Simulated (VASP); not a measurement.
# AlGaN2 (P-4m2) in VASP: notebook

AlGaN2 is run at these levels: r2SCAN; tasks: single point.

Everything below comes from runs of VASP 6.6.1. Logs are shortened: lines on timing, memory, paths and dates and some standing lists are left out, and cuts for length are marked.

## Step 1: The cell of the first run

It takes space group P-4m2 (No. 115, tetragonal). Conventional cell: a = 3.094 Å, b = 3.094 Å, c = 4.490 Å, α = 90.00°, β = 90.00°, γ = 90.00°. Al (site symmetry -4m2) has 4 N at 1.88 Å within 2.5 Å. Ga (site symmetry -4m2) has 4 N at 1.94 Å within 2.6 Å. N (site symmetry 2mm) has 2 Al at 1.88 Å and 2 Ga at 1.94 Å within 2.5 Å.

## Step 2: Single point, r2SCAN (strain -0.015 along x and y, +0.015 along z)

POSCAR reads:

```
AlGaN2
1.0
    3.0937638930      0.0000000000      0.0000000000
    0.0000000000      3.0937638930      0.0000000000
    0.0000000000      0.0000000000      4.4901955091
Al Ga N
1 1 2
Direct
    0.5000000000      0.5000000000      0.5000000000
    0.0000000000      0.0000000000      0.0000000000
    0.5000000000      0.0000000000      0.7382648100
    0.0000000000      0.5000000000      0.2617351900
```

INCAR.step1 reads:

```
SYSTEM = AlGaN2
PREC     = Accurate       ! precision mode
ENCUT    = 1460           ! plane-wave cutoff, eV
ISMEAR   = 0              ! smearing method
SIGMA    = 0.05           ! smearing width, eV
LREAL    = .FALSE.        ! projectors in reciprocal space
LASPH    = .TRUE.         ! aspherical terms in the spheres
NELM     = 120            ! most SCF steps
NBANDS   = 21             ! bands
GGA      = PE             ! functional
ALGO     = Normal         ! electronic algorithm
EDIFF    = 1E-5           ! SCF threshold, eV
LWAVE    = .TRUE.         ! write WAVECAR
LCHARG   = .FALSE.        ! write CHGCAR
GGA_COMPAT= .FALSE.
```

INCAR.step2 reads:

```
SYSTEM = AlGaN2
PREC     = Accurate       ! precision mode
ENCUT    = 1460           ! plane-wave cutoff, eV
EDIFF    = 1E-6           ! SCF threshold, eV
ISMEAR   = 0              ! smearing method
SIGMA    = 0.05           ! smearing width, eV
LREAL    = .FALSE.        ! projectors in reciprocal space
LASPH    = .TRUE.         ! aspherical terms in the spheres
NELM     = 120            ! most SCF steps
ALGO     = Normal         ! electronic algorithm
ISIF     = 2              ! what is computed and relaxed
LWAVE    = .FALSE.        ! write WAVECAR
LCHARG   = .TRUE.         ! write CHGCAR
METAGGA  = R2SCAN         ! meta-GGA
LMIXTAU  = .TRUE.       
LELF     = .TRUE.         ! ELF
LVHAR    = .TRUE.       
NBANDS   = 21             ! bands
ISTART   = 1            
GGA_COMPAT= .FALSE.
```

KPOINTS reads:

```
regular mesh
0
G
  8 8 6
  0 0 0
```

Potentials or basis: VASP PAW PBE potentials, release 64 (Al, Ga_d, N_h).

Started as:

```console
cat potpaw_PBE.64/Al/POTCAR potpaw_PBE.64/Ga_d/POTCAR potpaw_PBE.64/N_h/POTCAR > POTCAR
cp INCAR.step1 INCAR
mpirun -np 1 vasp_std > vasp.out
cp INCAR.step2 INCAR
mpirun -np 1 vasp_std > vasp.out
```

OUTCAR:

```text
SYSTEM = AlGaN2
   PREC = Accurate
   ENCUT = 1460
   EDIFF = 1E-6
   ISMEAR = 0
   LREAL = .FALSE.
   LASPH = .TRUE.
   NELM = 120
   ISIF = 2
   METAGGA = R2SCAN
   ISTART = 1

 ion  position               nearest neighbor table
   1  0.500  0.500  0.500-   3 1.88   4 1.88   3 1.88   4 1.88   2 3.13   2 3.13   2 3.13   2 3.13
                             2 3.13   2 3.13   2 3.13   2 3.13
   2  0.000  0.000  0.000-   3 1.94   4 1.94   4 1.94   3 1.94   1 3.13   1 3.13   1 3.13   1 3.13
                             1 3.13   1 3.13   1 3.13   1 3.13
   3  0.500  0.000  0.738-   1 1.88   1 1.88   2 1.94   2 1.94
   4  0.000  0.500  0.262-   1 1.88   1 1.88   2 1.94   2 1.94

  LATTYP: Found a simple tetragonal cell.
 ALAT       =     3.0937638930
 C/A-ratio  =     1.4513698086

  Lattice vectors:

 A1 = (   3.0937638930,   0.0000000000,   0.0000000000)
 A2 = (   0.0000000000,   3.0937638930,   0.0000000000)
 A3 = (   0.0000000000,   0.0000000000,   4.4901955091)

Analysis of symmetry for initial positions (statically):
=====================================================================
 Subroutine PRICEL returns:
 Original cell was already a primitive cell.

 Routine SETGRP: Setting up the symmetry group for a
 simple tetragonal supercell.

 Subroutine GETGRP returns: Found  8 space group operations
 (whereof  8 operations were pure point group operations)
 out of a pool of 16 trial point group operations.

The static configuration has the point symmetry D_2d.

Analysis of symmetry for dynamics (positions and initial velocities):
=====================================================================
 Subroutine PRICEL returns:
 Original cell was already a primitive cell.

 Routine SETGRP: Setting up the symmetry group for a
 simple tetragonal supercell.

 Subroutine GETGRP returns: Found  8 space group operations
 (whereof  8 operations were pure point group operations)
 out of a pool of 16 trial point group operations.

The dynamic configuration has the point symmetry D_2d.

 Subroutine INISYM returns: Found  8 space group operations
 (whereof  8 operations are pure point group operations),
 and found     1 'primitive' translations

----------------------------------------------------------------------------------------

                                     Primitive cell

  volume of cell :      42.9773

  direct lattice vectors                    reciprocal lattice vectors
     3.093763893  0.000000000  0.000000000     0.323230872  0.000000000  0.000000000
     0.000000000  3.093763893  0.000000000     0.000000000  0.323230872  0.000000000
     0.000000000  0.000000000  4.490195509     0.000000000  0.000000000  0.222707452

  length of vectors
     3.093763893  3.093763893  4.490195509     0.323230872  0.323230872  0.222707452

  position of ions in fractional coordinates (direct lattice)
     0.500000000  0.500000000  0.500000000
     0.000000000  0.000000000  0.000000000
     0.500000000  0.000000000  0.738264810
     0.000000000  0.500000000  0.261735190

  ion indices of the primitive-cell ions
   primitive index   ion index
                 1           1
                 2           2
                 3           3
                 4           4

----------------------------------------------------------------------------------------

 KPOINTS: regular mesh

Automatic generation of k-mesh.
 Grid dimensions read from file:
 generate k-points for:    8    8    6

 Generating k-lattice:

  Cartesian coordinates                     Fractional coordinates (reciprocal lattice)
     0.040403859  0.000000000  0.000000000     0.125000000  0.000000000  0.000000000
     0.000000000  0.040403859  0.000000000     0.000000000  0.125000000  0.000000000
     0.000000000  0.000000000  0.037117909     0.000000000  0.000000000  0.166666667

  Length of vectors
     0.040403859  0.040403859  0.037117909

  Shift w.r.t. Gamma in fractional coordinates (k-lattice)
     0.000000000  0.000000000  0.000000000

 Subroutine IBZKPT returns following result:
 ===========================================

 Found     60 irreducible k-points:

 Following reciprocal coordinates:
            Coordinates               Weight
  0.000000  0.000000  0.000000      1.000000
  0.125000  0.000000  0.000000      4.000000
  0.250000  0.000000  0.000000      4.000000
  0.375000  0.000000  0.000000      4.000000
  0.500000  0.000000  0.000000      2.000000
  0.125000  0.125000  0.000000      4.000000
[... 16 lines left out ...]
  0.375000  0.125000  0.166667     16.000000
  0.500000  0.125000  0.166667      8.000000
 [... further k-points ...]
   k-points           NKPTS =     60   k-points in BZ     NKDIM =     60   number of bands    NBANDS=     21
   number of dos      NEDOS =    301   number of ions     NIONS =      4
   total plane-waves  NPLWV =  89600
   dimension x,y,z NGX =    40 NGY =   40 NGZ =   56
   dimension x,y,z NGXF=    80 NGYF=   80 NGZF=  112
   ions per type =               1   1   2
   NGX,Y,Z   is equivalent  to a cutoff of  21.49, 21.49, 20.73 a.u.
   NGXF,Y,Z  is equivalent  to a cutoff of  42.99, 42.99, 41.47 a.u.
 SYSTEM =  AlGaN2
   PREC   = accura    normal or accurate (medium, high low for compatibility)
   ISTART =      1    job   : 0-new  1-cont  2-samecut
   ICHARG =      0    charge: 1-file 2-atom 10-const
   ISPIN  =      1    spin polarized calculation?
   LNONCOLLINEAR =      F non collinear calculations
   LSORBIT =      F    spin-orbit coupling
   LASPH  =      T    aspherical Exc in radial PAW
   ENCUT  = 1460.0 eV 107.31 Ry   10.36 a.u.   9.64  9.64 13.99*2*pi/ulx,y,z
   NELM   =    120;   NELMIN=  2; NELMDL=  0     # of ELM steps
   EDIFF  = 0.1E-05   stopping-criterion for ELM
   LREAL  =      F    real-space projection
[... 7 lines left out ...]
   TEBEG  =    0.0;   TEEND  =   0.0 temperature during run
   PSTRESS=    0.0 pullay stress
   NELECT =      26.0000    total number of electrons
   NUPDOWN=      -1.0000    fix difference up-down
   EMIN   =  10.00;   EMAX   =-10.00  energy-range for DOS
   EFERMI =   0.00;   METHOD = LEGACY
   ISMEAR =     0;   SIGMA  =   0.05  broadening in eV -4-tet -1-fermi 0-gaus
   EFERMI_NEDOS =   21; number of points for ismear=-14 and -15
   IALGO  =     38    algorithm
   IMIX   =      4    mixing-type and parameters
     AMIX     =   0.40;   BMIX     =  1.00
     AMIX_MAG =   1.60;   BMIX_MAG =  1.00
  volume/ion in A,a.u.               =      10.74        72.51
  Fermi-wavevector in a.u.,A,eV,Ry     =   1.384584  2.616485 26.083373  1.917074
  Thomas-Fermi vector in A             =   2.509075
   LORBIT       =      0    0 simple, 1 ext, 2 COOP (PROOUT), +10 PAW based schemes
   METAGGA = R2SCAN    functional components
   LHFCALC =     F    Hartree Fock is set to
   AEXX    =    0.0000 exact exchange contribution
   IVDW    =     0    specifies the selected vdW correction
   LEPSILON=     F    determine dielectric tensor
   LRPA    =     F    only Hartree local field effects (RPA)
 non-spin polarized calculation
 Gauss-broadening in eV      SIGMA  =   0.05
  energy-cutoff  :     1460.00
  volume of cell :       42.98
 maximum number of plane-waves:      5484
 NGX is ok and might be reduce to    40
   NGX = 19   NGY = 19   NGZ = 27

 number of electron      25.9999999 magnetization

 Free energy of the ion-electron system (eV)
  ---------------------------------------------------
  ext. energy  EPLUGINS =         0.00000000
  ---------------------------------------------------
  free energy    TOTEN  =       -41.05949281 eV

  energy without entropy =      -41.05949281  energy(sigma->0) =      -41.05949281

 E-fermi :   6.1020     XC(G=0): -12.1410

 val. band max:        5.8950044440   @ k =   0.0000   0.0000   0.0000
 cond. band min:       9.3243549296   @ k =   0.0000   0.0000   0.0000
 fundamental gap:      3.4293504856
 Fermi energy:         6.1019812066

 k-point     1 :       0.0000    0.0000    0.0000
  band No.  band energies     occupation
      1     -10.5459      2.00000
      2      -8.9096      2.00000
      3      -7.4713      2.00000
      4      -7.4713      2.00000
      5      -7.4017      2.00000
      6      -7.2492      2.00000
[... 13 lines left out ...]
     20      19.4601      0.00000
     21      22.2389      0.00000

 k-point     2 :       0.1250    0.0000    0.0000
  band No.  band energies     occupation
      1     -10.4071      2.00000
      2      -8.9101      2.00000
      3      -7.4848      2.00000
      4      -7.4683      2.00000
      5      -7.3756      2.00000
      6      -7.2615      2.00000
[... 13 lines left out ...]
     20      19.2634      0.00000
     21      21.7293      0.00000

 k-point     3 :       0.2500    0.0000    0.0000
  band No.  band energies     occupation
      1     -10.0337      2.00000
      2      -8.9266      2.00000
      3      -7.4778      2.00000
      4      -7.4609      2.00000
      5      -7.2963      2.00000
      6      -7.2910      2.00000
[... 13 lines left out ...]
     20      18.7195      0.00000
     21      20.5828      0.00000

 k-point     4 :       0.3750    0.0000    0.0000
  band No.  band energies     occupation
      1      -9.5674      2.00000
      2      -8.9938      2.00000
      3      -7.4534      2.00000
      4      -7.4310      2.00000
      5      -7.3203      2.00000
      6      -7.1154      2.00000
[... 13 lines left out ...]
     20      18.7998      0.00000
     21      19.5487      0.00000

 k-point     5 :       0.5000    0.0000    0.0000
  band No.  band energies     occupation
      1      -9.2624      2.00000
      2      -9.1178      2.00000
      3      -7.4501      2.00000
      4      -7.4055      2.00000
      5      -7.3324      2.00000
      6      -6.8616      2.00000
[... 13 lines left out ...]
     20      18.8919      0.00000
     21      19.0225      0.00000

 k-point     6 :       0.1250    0.1250    0.0000
  band No.  band energies     occupation
      1     -10.2729      2.00000
      2      -8.9069      2.00000
      3      -7.4905      2.00000
      4      -7.4631      2.00000
      5      -7.3532      2.00000
      6      -7.2732      2.00000
[... 13 lines left out ...]
     20      19.0566      0.00000
     21      20.3544      0.00000

 k-point     7 :       0.2500    0.1250    0.0000
  band No.  band energies     occupation
      1      -9.9153      2.00000
      2      -8.9136      2.00000
      3      -7.4849      2.00000
      4      -7.4365      2.00000
      5      -7.3171      2.00000
      6      -7.2616      2.00000
[... 13 lines left out ...]
     20      18.8823      0.00000
     21      19.5981      0.00000
[... 291 lines left out ...]
      1      -9.2700      2.00000
      2      -9.0975      2.00000
      3      -7.4513      2.00000
      4      -7.3923      2.00000
      5      -7.3322      2.00000
      6      -6.8610      2.00000
[... 13 lines left out ...]
     20      18.2456      0.00000
     21      18.7480      0.00000

 k-point    21 :       0.1250    0.1250    0.1667
  band No.  band energies     occupation
      1     -10.1697      2.00000
      2      -8.9576      2.00000
      3      -7.4958      2.00000
      4      -7.4533      2.00000
      5      -7.3528      2.00000
      6      -7.2731      2.00000
[... 13 lines left out ...]
     20      18.8583      0.00000
     21      20.5200      0.00000

 k-point    22 :       0.2500    0.1250    0.1667
  band No.  band energies     occupation
      1      -9.8360      2.00000
      2      -8.9484      2.00000
      3      -7.4868      2.00000
      4      -7.4201      2.00000
      5      -7.3164      2.00000
      6      -7.2576      2.00000
[... 13 lines left out ...]
     20      18.8801      0.00000
     21      19.7203      0.00000

 k-point    23 :       0.3750    0.1250    0.1667
  band No.  band energies     occupation
      1      -9.4411      2.00000
      2      -8.9796      2.00000
      3      -7.4654      2.00000
      4      -7.3789      2.00000
      5      -7.3421      2.00000
      6      -7.0485      2.00000
[... 13 lines left out ...]
     20      18.9382      0.00000
     21      19.4467      0.00000

 k-point    24 :       0.5000    0.1250    0.1667
  band No.  band energies     occupation
      1      -9.2132      2.00000
      2      -9.0508      2.00000
      3      -7.4575      2.00000
      4      -7.3596      2.00000
      5      -7.3563      2.00000
      6      -6.7910      2.00000
[... 13 lines left out ...]
     20      19.0367      0.00000
     21      19.2290      0.00000

 [... further k-points ...]
[... 5 lines left out ...]
  --------------------------------------------------------------------------------------
  -------------------------------------------------------------------------------------
  Total        1.2161265      1.2161265      0.0377951      0.0000000      0.0000000     -0.0000000
  in kB       45.3366830     45.3366830      1.4089841      0.0000000      0.0000000     -0.0000000
  external PRESSURE =      30.6941167 kB  Pullay stress =       0.0000000 kB

 VOLUME and BASIS-vectors are now :
 -----------------------------------------------------------------------------
  energy-cutoff  :     1460.00
  volume of cell :       42.98
      direct lattice vectors                 reciprocal lattice vectors
     3.093763893  0.000000000  0.000000000     0.323230872  0.000000000  0.000000000
     0.000000000  3.093763893  0.000000000     0.000000000  0.323230872  0.000000000
     0.000000000  0.000000000  4.490195509     0.000000000  0.000000000  0.222707452

 POSITION                                       TOTAL-FORCE (eV/Angst)
 -----------------------------------------------------------------------------------
      1.54688      1.54688      2.24510        -0.000000     -0.000000      0.000000
      0.00000      0.00000      0.00000         0.000000      0.000000      0.000000
      1.54688      0.00000      3.31495         0.000000      0.000000      0.053576
      0.00000      1.54688      1.17524        -0.000000      0.000000     -0.053576
 -----------------------------------------------------------------------------------
    total drift:                               -0.000000      0.000000     -0.000000

  FREE ENERGIE OF THE ION-ELECTRON SYSTEM (eV)
  ---------------------------------------------------
  free  energy   TOTEN  =       -41.0594928061 eV

  energy  without entropy=      -41.0594928060  energy(sigma->0) =      -41.05949281
```

Run time: 5.4 min. Hardware: 1 thread of Intel Xeon Platinum 8559C (Emerald Rapids), shared host; peak memory 0.5 GiB.

Results:

| Property | Result |
| --- | --- |
| Free energy | -41.0595 eV |
| Pressure | 3.1 GPa |
| Largest force | 0.054 eV/Å |
| Band gap on the k mesh | 3.43 eV |

Forces in eV/Å, atoms in the order of the input:
```
Al   0.000  0.000  0.000
Ga   0.000  0.000  0.000
N    0.000  0.000  0.054
N    0.000  0.000 -0.054
```

Levels at points of the mesh, in eV from the valence-band top:
```
           k point  band 10  band 11  band 12  band 13  band 14  band 15  band 16  band 17
(0.00, 0.00, 0.00)    -2.31    -0.37     0.00     0.00     3.43     4.19     8.76    12.13
(0.50, 0.00, 0.00)    -3.17    -3.12    -0.99    -0.58     7.86     7.88     9.02     9.43
(0.50, 0.50, 0.00)    -2.50    -2.46    -2.46    -2.46     3.75     3.75     6.84     9.48
(0.00, 0.00, 0.50)    -1.59    -1.59    -0.94    -0.94     5.84     5.94     8.77    10.38
(0.50, 0.00, 0.50)    -1.07    -0.97    -0.81    -0.47     5.84     7.32    10.09    10.37
(0.50, 0.50, 0.50)    -4.12    -3.41    -3.32    -3.32     6.60     6.60     9.62    11.48
```

Caveat: the cell differs from its parent crystal (strain -0.015 along x and y, +0.015 along z); the cell stands under pressure; the PAW data sets were made with another functional, which shifts forces and pressure a little.

## Step 3: Single point, r2SCAN (strain -0.030 along x and y, +0.030 along z)

POSCAR reads:

```
AlGaN2
1.0
    3.0466507372      0.0000000000      0.0000000000
    0.0000000000      3.0466507372      0.0000000000
    0.0000000000      0.0000000000      4.5565530782
Al Ga N
1 1 2
Direct
    0.5000000000      0.5000000000      0.5000000000
    0.0000000000      0.0000000000      0.0000000000
    0.5000000000      0.0000000000      0.7382648100
    0.0000000000      0.5000000000      0.2617351900
```

INCAR.step1 is that of step 2.

INCAR.step2: that of step 2 with these lines changed.

```diff
@@ -12,7 +12,5 @@
 LWAVE    = .FALSE.        ! write WAVECAR
-LCHARG   = .TRUE.         ! write CHGCAR
+LCHARG   = .FALSE.        ! write CHGCAR
 METAGGA  = R2SCAN         ! meta-GGA
 LMIXTAU  = .TRUE.       
-LELF     = .TRUE.         ! ELF
-LVHAR    = .TRUE.       
 NBANDS   = 21             ! bands
```

KPOINTS reads:

```
Automatic mesh
0
G
  8 8 6
  0 0 0
```

Potentials or basis: VASP PAW PBE potentials, release 64 (Al, Ga_d, N_h).

Started as:

```console
cat potpaw_PBE.64/Al/POTCAR potpaw_PBE.64/Ga_d/POTCAR potpaw_PBE.64/N_h/POTCAR > POTCAR
cp INCAR.step1 INCAR
mpirun -np 1 vasp_std > vasp.out
cp INCAR.step2 INCAR
mpirun -np 1 vasp_std > vasp.out
```

Wall time 13 min (1 thread of Intel Xeon Platinum 8259CL at 2.50GHz (Skylake/Cascade Lake), shared host); peak memory 0.52 GiB.

Results (log left out):

```yaml
Free_energy: -41.0017 eV
Pressure: 6.5 GPa
Largest_force: 0.105 eV/Å
Band_gap_on_the_k_mesh: 3.49 eV
```

Forces on the atoms (eV/Å):
```
Al   0.000  0.000  0.000
Ga   0.000  0.000  0.000
N    0.000  0.000  0.105
N    0.000  0.000 -0.105
```

Stress tensor (GPa, compression positive):
```
9.70 0.00 0.00
0.00 9.70 0.00
0.00 0.00 0.18
```

Levels at points of the mesh, in eV from the valence-band top:
| k point | band 9 | band 10 | band 11 | band 12 | band 13 | band 14 | band 15 | band 16 | band 17 | band 18 |
| --- | --- | --- | --- | --- | --- | --- | --- | --- | --- | --- |
| (0.00, 0.00, 0.00) | -2.23 | -2.23 | -0.53 | 0.00 | 0.00 | 3.49 | 4.29 | 9.14 | 12.21 | 12.21 |
| (0.50, 0.00, 0.00) | -4.83 | -3.38 | -3.35 | -0.92 | -0.49 | 7.90 | 7.98 | 9.33 | 9.70 | 10.59 |
| (0.50, 0.50, 0.00) | -5.04 | -2.66 | -2.64 | -2.63 | -2.63 | 3.66 | 3.66 | 6.69 | 9.40 | 14.04 |
| (0.00, 0.00, 0.50) | -2.96 | -1.55 | -1.55 | -0.88 | -0.88 | 5.87 | 5.91 | 8.78 | 10.68 | 11.78 |
| (0.50, 0.00, 0.50) | -6.53 | -1.24 | -1.03 | -0.91 | -0.39 | 5.82 | 7.26 | 10.17 | 10.49 | 10.89 |
| (0.50, 0.50, 0.50) | -4.52 | -4.23 | -3.50 | -3.41 | -3.41 | 6.41 | 6.41 | 9.64 | 11.09 | 11.09 |

Caveat: the cell differs from its parent crystal (strain -0.030 along x and y, +0.030 along z); the stress differs along the axes, from 0 to 10 GPa; the PAW data sets were made with another functional, which shifts forces and pressure a little.
